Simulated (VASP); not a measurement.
CsV: relaxation of cell and atoms with PBE

CsV:

```xyz
4
Lattice="0.0000 3.9734 3.9734 3.9734 0.0000 3.9734 3.9734 3.9734 0.0000" Properties=species:S:1:pos:R:3 pbc="T T T"
Cs    3.9734    3.9734    3.9734
Cs    5.9601    5.9601    5.9601
V     0.0000    0.0000    0.0000
V     1.9867    1.9867    1.9867
```

```json
{"Program": "VASP 6.6.1", "Task": "relaxation of cell and atoms", "Functional": "PBE", "Potentials or basis": "VASP PAW PBE potentials, release 64 (Cs_sv, V_sv)", "Cutoff": "600 eV", "k mesh": "4 × 4 × 4", "Occupations": "gaussian, width 0.1 eV", "Spin": "collinear spin, ferromagnetic start", "Starting moments": "[0.14, 0.14, 3.72, 3.72] μB", "Dipole correction": "no", "Further INCAR settings": "ALGO = Fast; EDIFF = 1e-06; IBRION = 2; EDIFFG = -0.04; NSW = 90; ISIF = 3"}
```

```
Relaxed volume                                        : 39.48 Å³/atom
Relaxed cell                                          : a = 6.067 Å, b = 6.067 Å, c = 6.067 Å, α = 60.00°, β = 60.00°, γ = 60.00°
Space group after relaxing (to 0.1 Å)                 : Fd-3m (No. 227)
Energy gained by relaxing                             : 95.7 meV/atom
Ionic steps                                           : 4
Pressure after relaxing                               : 0.0 GPa
Net moment                                            : 8.30 μB per cell
Site moments                                          : Cs +0.06; V +3.05 μB
Valence electrons inside the program's atomic spheres : Cs 6.58; V 11.30
```

Step by step:
```tsv
step	energy change (eV)	largest force (eV/Å)	pressure (GPa)	volume (Å³)
1	0.0000	0.0000	4.59	125.46
2	-0.3159	0.0000	1.56	142.50
3	-0.3806	0.0000	-0.22	160.46
4	-0.3827	0.0000	-0.02	157.92
```

Final structure:
```
CELL_PARAMETERS angstrom
0.00000 4.29015 4.29015
4.29015 0.00000 4.29015
4.29015 4.29015 0.00000
ATOMIC_POSITIONS crystal
Cs 0.50000 0.50000 0.50000
Cs 0.75000 0.75000 0.75000
V 0.00000 0.00000 0.00000
V 0.25000 0.25000 0.25000
```

Levels at points of the mesh, in eV from the Fermi level:
Spin up:
```tsv
k point	band 24	band 25	band 26	band 27	band 28	band 29
(0.00, 0.00, 0.00)	-0.29	-0.29	0.01	0.01	1.37	1.37
(0.50, 0.00, 0.00)	-0.37	-0.37	-0.14	-0.14	-0.01	0.73
(0.50, 0.50, 0.00)	-0.48	0.00	0.00	0.13	0.13	1.02
```
Spin down:
```csv
k point,band 16,band 17,band 18,band 19,band 20,band 21
"(0.00, 0.00, 0.00)",-9.33,-2.57,0.57,0.57,1.30,1.30
"(0.50, 0.00, 0.00)",-9.19,-0.97,-0.57,0.73,0.73,1.48
"(0.50, 0.50, 0.00)",-9.04,-0.87,-0.87,0.95,0.95,1.57
```

Run time: 3.2 min on 1 thread of Intel(R) Xeon(R) 6975P-C (Granite Rapids) (shared host), peak memory 0.43 GiB.

Caveat: the volume moved by over 15 % at a fixed basis, so the end points are rough; spin-orbit coupling is left out, which moves the levels of the heavy elements.
